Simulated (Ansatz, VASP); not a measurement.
**Two plane-wave programs on SrTa2O2**

The input INCAR:

```
PREC = Accurate
ENCUT = 520
EDIFF = 1E-6
ISMEAR = 0
SIGMA = 0.1
LREAL = False
LASPH = True
NELM = 150
ALGO = Normal
ISIF = 2
LWAVE = False
LCHARG = False
ISPIN = 2
MAGMOM = 0 1 1 0 0
LORBIT = 11
LMAXMIX = 4
GGA = PE
NBANDS = 34
```

Contents of KPOINTS:

```
Automatic mesh
0
Gamma
  4 4 4
```

File POSCAR:

```
SrTa2O2
1.0
   -3.0476625520      3.0476625520      2.8236976522
    3.0476625520     -3.0476625520      2.8236976522
    3.0476625520      3.0476625520     -2.8236976522
Sr Ta O
1 2 2
Direct
    0.0000000000      0.0000000000      0.0000000000
    0.5000000000      0.0000000000      0.5000000000
    0.0000000000      0.5000000000      0.5000000000
    0.6197094381      0.6197094381      0.0000000000
    0.3802905619      0.3802905619      0.0000000000
```

Input for Ansatz:

```yaml
crystal:
  lattice:
    - [-3.047662552, 3.047662552, 2.8236976522]
    - [3.047662552, -3.047662552, 2.8236976522]
    - [3.047662552, 3.047662552, -2.8236976522]
  atoms:
    - { symbol: Sr, position: [0.0, 0.0, 0.0] }
    - { symbol: Ta, position: [0.5, 0.0, 0.5], spin: 1.0 }
    - { symbol: Ta, position: [0.0, 0.5, 0.5], spin: 1.0 }
    - { symbol: O, position: [0.6197094381, 0.6197094381, 0.0] }
    - { symbol: O, position: [0.3802905619, 0.3802905619, 0.0] }
basis:
  ecutwfc: 420
kpoints:
  mp_grid: { grid: [4, 4, 4] }
hamiltonian:
  xc: pbe
scf:
  occupations: { method: gaussian, width: 0.1 }
  lower_state_search: "off"
output:
  forces: true
  stress: true
  eigenvalues: true
  populations: true
magnetization:
  spin_polarized: true
```

Alike in both runs: task single point; functional PBE; k mesh 4 × 4 × 4; occupations gaussian, width 0.1 eV; collinear spin.

|  | VASP | Ansatz |
| --- | --- | --- |
| version | VASP 6.6.1 | Ansatz 0.2.0 |
| potentials or method | VASP PAW PBE potentials, release 64 (Sr_sv, Ta_pv, O), cutoff 520 eV | scalar-relativistic, plane waves, PAW |
| valence electrons in the cell | 44 | 48 |

```csv
,VASP,Ansatz,Ansatz less VASP
gap on the k mesh at the Fermi level (eV),none,none,-
pressure (GPa),0.4,-0.1,-0.49
"traceless stress, the component that is largest in VASP (GPa)",0.91,0.02,-0.884
rms of the force components (eV/Å),0.063,0.010,-0.0534
net moment per atom (μB),0.00,0.00,-0.001
```

Atom by atom the forces differ by 0.072 eV/Å (rms over components). A gap of «none» marks a metal or a gap that the smearing closes. VASP's potentials hold 44 valence electrons a cell and Ansatz's 48, so a difference there can come from the potentials and not from the codes. Ansatz's warnings: seeded moment not kept.

The k mesh is coarse, so the values compare programs but aren't converged. Neither program's run includes spin-orbit coupling.
